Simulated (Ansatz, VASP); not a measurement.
Given: the input of a run of VASP 6.6.1 on MnS.

The input INCAR:

```
PREC = Accurate ; ENCUT = 600
EDIFF = 1E-6 ; ISMEAR = -1
SIGMA = 0.05 ; LREAL = False
LASPH = True ; NELM = 150
ALGO = Normal ; ISIF = 3
LWAVE = False ; LCHARG = False
ISPIN = 2 ; MAGMOM = 4 0
LORBIT = 11 ; LMAXMIX = 4
GGA = PS ; IVDW = 13
IBRION = 2 ; NSW = 60
EDIFFG = -0.01
```

The input KPOINTS:

```
Automatic mesh
0
Gamma
  9 9 9
```

Contents of POSCAR:

```
MnS
1.0
    0.0000000000      2.6045000000      2.6045000000
    2.6045000000      0.0000000000      2.6045000000
    2.6045000000      2.6045000000      0.0000000000
Mn S
1 1
Direct
    0.0000000000      0.0000000000      0.0000000000
    0.5000000000      0.5000000000      0.5000000000
```

Potentials or basis: VASP PAW PBE potentials, release 64 (Mn_pv, S).

Launch:

```console
$ cat potpaw_PBE.64/Mn_pv/POTCAR potpaw_PBE.64/S/POTCAR > POTCAR
$ mpirun -np 1 vasp_std > vasp.out
```

Question: Translate it to Ansatz 0.2.0. Potentials there: Ansatz PAW.

Answer: As run (the cutoff follows the program's own potentials):

File input.yaml:

```yaml
crystal:
  lattice:
    - [0.0, 2.6045, 2.6045]
    - [2.6045, 0.0, 2.6045]
    - [2.6045, 2.6045, 0.0]
  atoms:
    - { symbol: Mn, position: [0.0, 0.0, 0.0], spin: 4.0 }
    - { symbol: S, position: [0.5, 0.5, 0.5] }
hamiltonian:
  xc: pbesol
  pseudopotentials: { kind: paw }
  dispersion: d4
magnetization:
  spin_polarized: true
kpoints:
  mp_grid: { grid: [9, 9, 9] }
scf:
  occupations: { method: fermi_dirac, width: 0.05 }
output:
  forces: true
  stress: true
  eigenvalues: true
relax:
  f_tol: 0.01
  max_steps: 40
  cell: { stress_tol: 0.05 }
```

Potentials or basis: Ansatz PAW.

Command:

```sh
$ ansatz run input.yaml --threads 2 --pin off --max-ram 5632MiB --backend cpu --events-out ev --progress --plain --runs-dir out
```

Both were run:

|  | VASP | Ansatz | Ansatz less VASP |
| --- | --- | --- | --- |
| gap on the k mesh at the Fermi level, each at its own relaxed structure (eV) | none | none | - |
| net moment per atom (μB) | 1.97 | 1.97 | -0.002 |
| size of the moment on the site where the two differ most (μB) | 3.65 | 3.52 | -0.133 |
| relaxed volume (Å³/atom) | 14.48 | 14.45 | -0.030 |
| relaxed length of the cell vector where the two differ most in proportion (Å) | 3.447 | 3.445 | -0.0024 |

VASP's potentials were made for PBE, not for PBEsol. Site moments also hang on the region over which each program counts them. A gap of «none» marks a metal or a gap that the smearing closes. VASP's potentials hold 19 valence electrons a cell and Ansatz's 21, so a difference there can come from the potentials and not from the codes.

Noted on VASP's run: the volume moved by over 15 % at a fixed basis, so the end points are rough. Noted on Ansatz's run: the volume moved by over 15 % at a fixed basis, so the end points are rough; the plane-wave basis is chosen anew once the cell has moved, so the energies of steps on either side of that aren't comparable.
